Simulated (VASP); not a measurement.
**Ti12B: single point with LDA**

System: Ti12B, a slab with vacuum.

```
Ti B
1.0
     5.65840    0.00000    0.00000
    -2.82920    4.90032    0.00000
     0.00000    0.00000   19.88265
Ti B
12 1
Direct
  0.33333 0.16667 0.20118
  0.33333 0.66667 0.20118
  0.83333 0.16667 0.20118
  0.83333 0.66667 0.20118
  0.16667 0.33333 0.31140
  0.16667 0.83333 0.31140
  0.66667 0.33333 0.31140
  0.66667 0.83333 0.31140
  0.00000 0.00000 0.42161
  0.00000 0.50000 0.42161
  0.50000 0.00000 0.42161
  0.50000 0.50000 0.42161
  0.00000 0.00000 0.51799
```

```json
{
 "Program": "VASP 6.6.1",
 "Task": "single point",
 "Functional": "LDA",
 "Potentials or basis": "VASP PAW LDA potentials, release 64 (Ti_sv, B)",
 "Cutoff": "520 eV",
 "k mesh": "6 × 6 × 1",
 "Occupations": "gaussian, width 0.1 eV",
 "Spin": "no spin polarisation",
 "Dipole correction": "yes",
 "Further INCAR settings": "ALGO = Normal; EDIFF = 1e-07; NBANDS = 86"
}
```

```json
{
 "Largest force": "2.159 eV/Å",
 "Band gap on the k mesh": "zero (an odd number of electrons rules out a gap without spin polarisation)"
}
```

Forces in eV/Å, atoms in the order of the input:
```
Ti   0.020  0.011  0.062
Ti   0.000  0.000  0.036
Ti  -0.020  0.011  0.062
Ti   0.000 -0.023  0.062
Ti   0.000  0.107 -0.291
Ti   0.093 -0.054 -0.291
Ti   0.000  0.000 -0.184
Ti  -0.093 -0.054 -0.291
Ti   0.000  0.000 -2.159
Ti   0.078  0.045  0.981
Ti   0.000 -0.090  0.981
Ti  -0.078  0.045  0.981
B    0.000  0.000  0.050
```

Levels at points of the mesh, in eV from the Fermi level:
| k point | band 71 | band 72 | band 73 | band 74 | band 75 | band 76 |
| --- | --- | --- | --- | --- | --- | --- |
| (0.00, 0.00, 0.00) | 0.08 | 0.40 | 0.56 | 0.57 | 0.57 | 0.72 |
| (0.50, 0.00, 0.00) | -0.40 | -0.37 | -0.35 | -0.17 | -0.03 | -0.01 |

It took 18 min on 1 thread of Intel(R) Xeon(R) 6975P-C (Granite Rapids) (shared host), peak memory 0.59 GiB.
